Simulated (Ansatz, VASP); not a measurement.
This is a calculation of WAu for VASP 6.6.1.

Contents of INCAR:

```
PREC = Accurate ; ENCUT = 520
EDIFF = 1E-6 ; ISMEAR = -1
SIGMA = 0.05 ; LREAL = F
LASPH = T ; NELM = 100
ALGO = Fast ; ISIF = 2
LWAVE = F ; LCHARG = F
GGA = PE ; NBANDS = 20
```

KPOINTS

```
Automatic mesh
0
Gamma
  8 8 8
```

The input POSCAR:

```
WAu
1.0
    0.0000000000      2.7295358905      2.7295358905
    2.7295358905      0.0000000000      2.7295358905
    2.7295358905      2.7295358905      0.0000000000
W Au
1 1
Direct
    0.0000000000      0.0000000000      0.0000000000
    0.7500000000      0.7500000000      0.7500000000
```

Potentials or basis: VASP PAW PBE potentials, release 64 (W_sv, Au).

Command:

```sh
$ cat potpaw_PBE.64/W_sv/POTCAR potpaw_PBE.64/Au/POTCAR > POTCAR
$ mpirun -np 1 vasp_std > vasp.out
```

Set up the same calculation for Ansatz 0.2.0. Potentials there: all-electron LAPW, scalar-relativistic.

As run (the cutoff follows the program's own potentials):

The input input.yaml:

```yaml
crystal:
  lattice:
    - [0.0, 2.7295358905, 2.7295358905]
    - [2.7295358905, 0.0, 2.7295358905]
    - [2.7295358905, 2.7295358905, 0.0]
  atoms:
    - { symbol: W, position: [0.0, 0.0, 0.0] }
    - { symbol: Au, position: [0.75, 0.75, 0.75] }
kpoints:
  mp_grid: { grid: [8, 8, 8] }
scf:
  occupations: { method: fermi_dirac, width: 0.05 }
hamiltonian:
  xc: pbe
  pseudopotentials: { kind: all_electron, lapw: { basis_error: 0.0005 } }
output:
  forces: true
  stress: true
  eigenvalues: true
```

Potentials or basis: all-electron LAPW, scalar-relativistic.

Launch:

```console
$ ansatz run input.yaml --threads 1 --pin off --max-ram 3072MiB --backend cpu --events-out ev --progress --plain --runs-dir out
```

Both were run:

|  | VASP | Ansatz | Ansatz less VASP |
| --- | --- | --- | --- |
| gap on the k mesh at the Fermi level (eV) | none | none | - |
| pressure (GPa) | 38.9 | 38.4 | -0.45 |

A gap of «none» marks a metal or a gap that the smearing closes. Both programs put the cell under a high pressure, so it lies far from rest at this level. Ansatz ran all-electron here, and VASP with PAW potentials.

Neither program's run includes spin-orbit coupling.
